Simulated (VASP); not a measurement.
Re:

```
Re
1.0
     0.00000    2.81744    2.81744
     2.81744    0.00000    2.81744
     2.81744    2.81744    0.00000
Re
2
Cartesian
  0.7044 0.7044 0.7044
  4.9305 4.9305 4.9305
```

This isn't the form of Re at room conditions, which is hcp.

Base run:

```yaml
Program: VASP 6.6.1
Functional: LDA
Potentials_or_basis: VASP PAW LDA potentials, release 64 (Re_sv_GW)
Cutoff: 560 eV
k_mesh: 11 × 11 × 11
Occupations: fermi-dirac, width 0.1 eV
Spin: no spin polarisation
```

Its results: band gap on the k mesh zero (bands 15 and 16 overlap by 1.14 eV); pressure -7.6 GPa.

Problem. The run is repeated on the same cell with these changes: potentials or basis from VASP PAW LDA potentials, release 64 (Re_sv_GW) to VASP PAW LDA potentials, release 64 (Re); cutoff from 560 eV to 520 eV; further incar settings from ALGO = Normal; EDIFF = 1e-06; NBANDS = 22 to ALGO = Normal; EDIFF = 1e-07; NBANDS = 14; valence electrons from 30 to 14. What comes out?

Solution. Band gap on the k mesh zero (bands 7 and 8 overlap by 1.13 eV); pressure -8.5 GPa.

Caveats: the cell stands under tension; spin-orbit coupling is left out, which moves the levels of the heavy elements.
